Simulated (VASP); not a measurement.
Input of a VASP 6.6.1 run:

INCAR

```
PREC = Accurate
ENCUT = 520
EDIFF = 1E-6
ISMEAR = 0
SIGMA = 0.05
LREAL = False
LASPH = True
NELM = 200
ALGO = Normal
ISIF = 2
LWAVE = False
LCHARG = False
ISPIN = 2
MAGMOM = 0.5 0.5 0.5 0.5
LORBIT = 11
GGA = PS
NBANDS = 20
GGA_COMPAT = False
```

Contents of KPOINTS:

```
regular mesh
0
Gamma
  1 1 19
```

The input POSCAR:

```
AlN
1.0
   10.8000000000      0.0000000000      0.0000000000
    0.0000000000      9.3000000000      0.0000000000
    0.0000000000      0.0000000000      3.4118161573
Al N
2 2
Direct
    0.4170739128      0.5000000000      0.0000000000
    0.5829260872      0.5000000000      0.5000000000
    0.4170739128      0.5000000000      0.5000000000
    0.5829260872      0.5000000000      0.0000000000
```

Potentials or basis: VASP PAW PBE potentials, release 64 (Al, N).

Launch:

```bash
$ cat potpaw_PBE.64/Al/POTCAR potpaw_PBE.64/N/POTCAR > POTCAR
$ mpirun -np 1 vasp_std > vasp.out
```

Predict the largest force.

4.163 eV/Å.

Estimate the band gap on the k mesh.

2.74 eV (least direct gap 2.75 eV).

Forces in eV/Å, atoms in the order of the input:
```
Al  -0.944  0.000  0.000
Al   0.944  0.000  0.000
N   -4.163  0.000  0.000
N    4.163  0.000  0.000
```

Caveat: the PAW data sets were made with another functional, which shifts forces and pressure a little.
